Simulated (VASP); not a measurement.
# GePt2 (P-62m) in VASP: a series of runs

GePt2 is run at these levels: PBEsol; tasks: single point.

Program: VASP 6.6.1. These are calculated values, not measurements. Logs are shortened: lines on timing, memory, paths and dates and some standing lists are left out, and cuts for length are marked.

## Step 1: The cell of the first run

Symmetry: P-62m, No. 189, hexagonal system. The conventional cell has a = 6.744 Å, b = 6.744 Å, c = 3.541 Å, α = 90.00°, β = 90.00°, γ = 120.00°. Ge (site symmetry -6) has 9 Pt at 2.44 to 2.76 Å within 3.2 Å. Ge (site symmetry -62m) has 9 Pt at 2.55 to 2.60 Å within 3.4 Å. Within 3.4 Å of Pt (site symmetry m2m) lie 5 Ge at 2.55 to 2.76 Å and 6 Pt at 2.89 to 2.90 Å. Within 3.4 Å of Pt (site symmetry m2m) lie 4 Ge at 2.44 to 2.60 Å and 8 Pt at 2.89 to 3.31 Å.

## Step 2: Single point, PBEsol

INCAR reads:

```
SYSTEM = GePt2
ALGO     = Fast           ! electronic algorithm
EDIFF    = 1E-7           ! SCF threshold, eV
ENCUT    = 520            ! plane-wave cutoff, eV
GGA      = PS             ! functional
ISIF     = 2              ! what is computed and relaxed
ISMEAR   = 0              ! smearing method
LASPH    = .TRUE.         ! aspherical terms in the spheres
LCHARG   = .FALSE.        ! write CHGCAR
LREAL    = .FALSE.        ! projectors in reciprocal space
LWAVE    = .FALSE.        ! write WAVECAR
NBANDS   = 61             ! bands
NELM     = 100            ! most SCF steps
PREC     = Accurate       ! precision mode
SIGMA    = 0.1            ! smearing width, eV
```

KPOINTS reads:

```
k-points
0
G
  6 6 10
  0 0 0
```

POSCAR reads:

```
GePt2
1.0
    6.7439868524      0.0000000000      0.0000000000
   -3.3719934262      5.8404639370      0.0000000000
    0.0000000000      0.0000000000      3.5409626800
Ge Pt
3 6
Direct
    0.6666666700      0.3333333300      0.0000000000
    0.3333333300      0.6666666700      0.0000000000
    0.0000000000      0.0000000000      0.5000000000
    0.6218124000      0.0000000000      0.5000000000
    0.3781876000      0.3781876000      0.5000000000
    0.0000000000      0.6218124000      0.5000000000
    0.0000000000      0.2830724900      0.0000000000
    0.7169275100      0.7169275100      0.0000000000
    0.2830724900      0.0000000000      0.0000000000
```

Potentials or basis: VASP PAW PBE potentials, release 64 (Ge_d, Pt).

Run with:

```
cat potpaw_PBE.64/Ge_d/POTCAR potpaw_PBE.64/Pt/POTCAR > POTCAR
mpirun -np 1 vasp_std > vasp.out
```

OUTCAR:

```text
SYSTEM = GePt2
   EDIFF = 1E-7
   ENCUT = 520
   GGA = PS
   ISIF = 2
   ISMEAR = 0
   LASPH = .TRUE.
   LREAL = .FALSE.
   NELM = 100
   PREC = Accurate

 ion  position               nearest neighbor table
   1  0.667  0.333  0.000-   7 2.44   9 2.44   8 2.44   4 2.76   4 2.76   6 2.76   6 2.76   5 2.76
                             5 2.76
   2  0.333  0.667  0.000-   9 2.44   7 2.44   8 2.44   6 2.76   6 2.76   4 2.76   4 2.76   5 2.76
                             5 2.76
   3  0.000  0.000  0.500-   4 2.55   5 2.55   6 2.55   9 2.60   9 2.60   7 2.60   7 2.60   8 2.60
                             8 2.60
   4  0.622  0.000  0.500-   3 2.55   1 2.76   1 2.76   2 2.76   2 2.76   9 2.89   9 2.89   7 2.90
                             7 2.90   8 2.90   8 2.90
   5  0.378  0.378  0.500-   3 2.55   1 2.76   1 2.76   2 2.76   2 2.76   8 2.89   8 2.89   7 2.90
                             7 2.90   9 2.90   9 2.90
   6  0.000  0.622  0.500-   3 2.55   2 2.76   2 2.76   1 2.76   1 2.76   7 2.89   7 2.89   8 2.90
                             8 2.90   9 2.90   9 2.90
   7  0.000  0.283  0.000-   1 2.44   2 2.44   3 2.60   3 2.60   6 2.89   6 2.89   5 2.90   5 2.90
                             4 2.90   4 2.90   9 3.31   8 3.31
   8  0.717  0.717  0.000-   2 2.44   1 2.44   3 2.60   3 2.60   5 2.89   5 2.89   6 2.90   6 2.90
                             4 2.90   4 2.90   9 3.31   7 3.31
   9  0.283  0.000  0.000-   2 2.44   1 2.44   3 2.60   3 2.60   4 2.89   4 2.89   5 2.90   6 2.90
                             5 2.90   6 2.90   7 3.31   8 3.31

  LATTYP: Found a hexagonal cell.
 ALAT       =     6.7439868524
 C/A-ratio  =     0.5250548018

  Lattice vectors:

 A1 = (   6.7439868524,   0.0000000000,   0.0000000000)
 A2 = (  -3.3719934262,   5.8404639370,   0.0000000000)
 A3 = (   0.0000000000,   0.0000000000,   3.5409626800)

Analysis of symmetry for initial positions (statically):
=====================================================================
 Subroutine PRICEL returns:
 Original cell was already a primitive cell.

 Routine SETGRP: Setting up the symmetry group for a
 hexagonal supercell.

 Subroutine GETGRP returns: Found 12 space group operations
 (whereof 12 operations were pure point group operations)
 out of a pool of 24 trial point group operations.

The static configuration has the point symmetry D_3h.

Analysis of symmetry for dynamics (positions and initial velocities):
=====================================================================
 Subroutine PRICEL returns:
 Original cell was already a primitive cell.

 Routine SETGRP: Setting up the symmetry group for a
 hexagonal supercell.

 Subroutine GETGRP returns: Found 12 space group operations
[... 128 lines left out ...]
   NELECT =     102.0000    total number of electrons
   NUPDOWN=      -1.0000    fix difference up-down
   EMIN   =  10.00;   EMAX   =-10.00  energy-range for DOS
   EFERMI =   0.00;   METHOD = LEGACY
   ISMEAR =     0;   SIGMA  =   0.10  broadening in eV -4-tet -1-fermi 0-gaus
   EFERMI_NEDOS =   21; number of points for ismear=-14 and -15
   IALGO  =     68    algorithm
   IMIX   =      4    mixing-type and parameters
     AMIX     =   0.40;   BMIX     =  1.00
     AMIX_MAG =   1.60;   BMIX_MAG =  1.00
  volume/ion in A,a.u.               =      15.50       104.58
  Fermi-wavevector in a.u.,A,eV,Ry     =   1.474958  2.787267 29.599503  2.175502
  Thomas-Fermi vector in A             =   2.589666
   LORBIT       =      0    0 simple, 1 ext, 2 COOP (PROOUT), +10 PAW based schemes
   GGA     = PS    functional components
   LHFCALC =     F    Hartree Fock is set to
   AEXX    =    0.0000 exact exchange contribution
   IVDW    =     0    specifies the selected vdW correction
   LEPSILON=     F    determine dielectric tensor
   LRPA    =     F    only Hartree local field effects (RPA)
 non-spin polarized calculation
 RMM-DIIS sequential band-by-band and
 Gauss-broadening in eV      SIGMA  =   0.10
  energy-cutoff  :      520.00
  volume of cell :      139.47
 maximum number of plane-waves:      3781
   NGX = 25   NGY = 25   NGZ = 13

 number of electron     101.9999989 magnetization

 Free energy of the ion-electron system (eV)
  ---------------------------------------------------
  ext. energy  EPLUGINS =         0.00000000
  ---------------------------------------------------
  free energy    TOTEN  =       -59.91684878 eV

  energy without entropy =      -59.90922432  energy(sigma->0) =      -59.91303655

 E-fermi :  10.0069     XC(G=0): -13.0803

 val. band max:        9.9790195938   @ k =   0.1667   0.0000   0.2000
 cond. band min:      10.0153525730   @ k =   0.1667   0.1667   0.2000
 fundamental gap:      0.0363329792
 Fermi energy:        10.0068997064

 k-point     1 :       0.0000    0.0000    0.0000
  band No.  band energies     occupation
      1     -14.8549      2.00000
      2     -14.8448      2.00000
      3     -14.8448      2.00000
      4     -14.8392      2.00000
      5     -14.8343      2.00000
      6     -14.8247      2.00000
[... 1525 lines left out ...]
     60      15.8180      0.00000
     61      15.9745      0.00000

 [... further k-points ...]

------------------------ aborting loop because EDIFF is reached ----------------------------------------

  FORCE on cell =-STRESS in cart. coord.  units (eV):
  Direction    XX          YY          ZZ          XY          YZ          ZX
  --------------------------------------------------------------------------------------
  -------------------------------------------------------------------------------------
  Total       -2.7040162     -2.7040162     -3.4491412     -0.0000000      0.0000000     -0.0000000
  in kB      -31.0623613    -31.0623613    -39.6219771     -0.0000000      0.0000000     -0.0000000
  external PRESSURE =     -33.9155666 kB  Pullay stress =       0.0000000 kB

 VOLUME and BASIS-vectors are now :
 -----------------------------------------------------------------------------
  energy-cutoff  :      520.00
  volume of cell :      139.47
      direct lattice vectors                 reciprocal lattice vectors
     6.743986852  0.000000000  0.000000000     0.148280242  0.085609637  0.000000000
    -3.371993426  5.840463937  0.000000000     0.000000000  0.171219275  0.000000000
     0.000000000  0.000000000  3.540962680     0.000000000  0.000000000  0.282409076

 POSITION                                       TOTAL-FORCE (eV/Angst)
 -----------------------------------------------------------------------------------
      3.37199      1.94682      0.00000        -0.000000     -0.000000     -0.000000
     -0.00000      3.89364      0.00000        -0.000000     -0.000000     -0.000000
      0.00000      0.00000      1.77048        -0.000000     -0.000000     -0.000000
      4.19349      0.00000      1.77048         0.016223     -0.000000      0.000000
      1.27525      2.20879      1.77048        -0.008112     -0.014050     -0.000000
     -2.09675      3.63167      1.77048        -0.008112      0.014050     -0.000000
     -0.95452      1.65327      0.00000         0.009255     -0.016029     -0.000000
      2.41747      4.18719      0.00000         0.009255      0.016029     -0.000000
      1.90904      0.00000      0.00000        -0.018509     -0.000000     -0.000000
 -----------------------------------------------------------------------------------
    total drift:                                0.000001      0.000002      0.000000

  FREE ENERGIE OF THE ION-ELECTRON SYSTEM (eV)
  ---------------------------------------------------
  free  energy   TOTEN  =       -59.9168487801 eV

  energy  without entropy=      -59.9092243159  energy(sigma->0) =      -59.91303655
```

OSZICAR:

```text
N       E                     dE             d eps       ncg     rms          rms(c)
DAV:   1     0.132759386837E+04    0.13276E+04   -0.44804E+04  7134   0.384E+03
DAV:   2     0.191308068131E+03   -0.11363E+04   -0.10885E+04  5172   0.113E+03
DAV:   3    -0.419025403867E+02   -0.23321E+03   -0.22052E+03  5502   0.237E+02
DAV:   4    -0.618696465818E+02   -0.19967E+02   -0.19315E+02  6200   0.786E+01
DAV:   5    -0.625268694172E+02   -0.65722E+00   -0.65385E+00  5829   0.144E+01    0.266E+01
RMM:   6    -0.601241458692E+02    0.24027E+01   -0.78088E+00  6924   0.109E+01    0.128E+01
RMM:   7    -0.599576561847E+02    0.16649E+00   -0.97591E-01  7214   0.444E+00    0.539E+00
RMM:   8    -0.599367904757E+02    0.20866E-01   -0.34664E-01  7185   0.237E+00    0.169E+00
RMM:   9    -0.599163400137E+02    0.20450E-01   -0.86268E-02  7626   0.130E+00    0.317E-01
RMM:  10    -0.599165606025E+02   -0.22059E-03   -0.22166E-02  7420   0.769E-01    0.148E-01
RMM:  11    -0.599167502150E+02   -0.18961E-03   -0.41144E-03  8015   0.267E-01    0.839E-02
RMM:  12    -0.599168356466E+02   -0.85432E-04   -0.11636E-03  8062   0.105E-01    0.258E-02
RMM:  13    -0.599168478880E+02   -0.12241E-04   -0.15817E-04  8043   0.410E-02    0.106E-02
RMM:  14    -0.599168488940E+02   -0.10060E-05   -0.28887E-05  7791   0.180E-02    0.373E-03
RMM:  15    -0.599168488175E+02    0.76468E-07   -0.53384E-06  7361   0.909E-03    0.214E-03
RMM:  16    -0.599168487393E+02    0.78237E-07   -0.17103E-06  6332   0.482E-03    0.113E-03
RMM:  17    -0.599168487801E+02   -0.40875E-07   -0.46660E-07  4854   0.347E-03
   1 F= -.59916849E+02 E0= -.59913037E+02  d E =-.762446E-02
```

stdout:

```text
[... 28 lines left out ...]
```

Wall time 5 min (1 thread of Intel Xeon 6975P-C (Granite Rapids), shared host); peak memory 0.42 GiB.

Results:

- Free energy: -59.9168 eV
- Pressure: -3.4 GPa
- Largest force: 0.019 eV/Å
- Band gap on the k mesh: zero (bands 51 and 52 overlap by 1.33 eV)

Forces on the atoms (eV/Å):
```
Ge   0.000  0.000  0.000
Ge   0.000  0.000  0.000
Ge   0.000  0.000  0.000
Pt   0.016  0.000  0.000
Pt  -0.008 -0.014  0.000
Pt  -0.008  0.014  0.000
Pt   0.009 -0.016  0.000
Pt   0.009  0.016  0.000
Pt  -0.019  0.000  0.000
```

Caveat: the cell stands under tension; the PAW data sets were made with another functional, which shifts forces and pressure a little; spin-orbit coupling is left out, which moves the levels of the heavy elements.

## Step 3: Single point, PBEsol

INCAR reads:

```
PREC = Accurate
ENCUT = 520
EDIFF = 1E-7
ISMEAR = 0
SIGMA = 0.1
LREAL = F
LASPH = T
NELM = 80
ALGO = Fast
ISIF = 2
LWAVE = F
LCHARG = F
GGA = PS
NBANDS = 61
```

KPOINTS reads:

```
Automatic mesh
0
Gamma
  6 6 10
```

POSCAR reads:

```
GePt2
1.0
    6.7439868524      0.0000000000      0.0000000000
   -3.3719934262      5.8404639370      0.0000000000
    0.0000000000      0.0000000000      3.5409626800
Ge Pt
3 6
Direct
    0.6666666667      0.3333333333      0.0000000000
    0.3333333333      0.6666666667      0.0000000000
    0.0000000000      0.0000000000      0.5000000000
    0.6221749411      0.0000000000      0.5000000000
    0.3778250589      0.3778250589      0.5000000000
    0.0000000000      0.6221749411      0.5000000000
    0.0000000000      0.2829408810      0.0000000000
    0.7170591190      0.7170591190      0.0000000000
    0.2829408810      0.0000000000      0.0000000000
```

Potentials or basis: VASP PAW PBE potentials, release 64 (Ge_d, Pt).

Run with:

```
cat potpaw_PBE.64/Ge_d/POTCAR potpaw_PBE.64/Pt/POTCAR > POTCAR
mpirun -np 1 vasp_std > vasp.out
```

It took 4.4 min on 1 thread of Intel Xeon 6975P-C (Granite Rapids), shared host; peak memory 0.42 GiB.

It converged, with:

```yaml
Free_energy: -59.9169 eV
Pressure: -3.4 GPa
Largest_force: 0.008 eV/Å
Band_gap_on_the_k_mesh: zero (bands 51 and 52 overlap by 1.33 eV)
```

Forces on the atoms (eV/Å):
```
Ge   0.000  0.000  0.000
Ge   0.000  0.000  0.000
Ge   0.000  0.000  0.000
Pt  -0.008  0.000  0.000
Pt   0.004  0.007  0.000
Pt   0.004 -0.007  0.000
Pt  -0.002  0.004  0.000
Pt  -0.002 -0.004  0.000
Pt   0.004  0.000  0.000
```

Stress tensor (GPa, compression positive):
```
-3.10  0.00  0.00
 0.00 -3.10  0.00
 0.00  0.00 -3.93
```

Levels at points of the mesh, in eV from the Fermi level:
```
           k point  band 49  band 50  band 51  band 52  band 53  band 54
(0.00, 0.00, 0.00)    -1.29    -1.29    -1.23    -0.91     0.39     2.02
(0.50, 0.00, 0.00)    -0.96    -0.81    -0.32     0.35     1.17     1.26
(0.00, 0.00, 0.50)    -0.65     0.09     0.09     0.84     0.98     1.45
(0.50, 0.00, 0.50)    -1.25    -0.97    -0.95     1.10     1.48     2.16
```

Caveat: the cell stands under tension; the PAW data sets were made with another functional, which shifts forces and pressure a little; spin-orbit coupling is left out, which moves the levels of the heavy elements.

The gap in the log of VASP goes by the Fermi energy; the results here count the filled bands.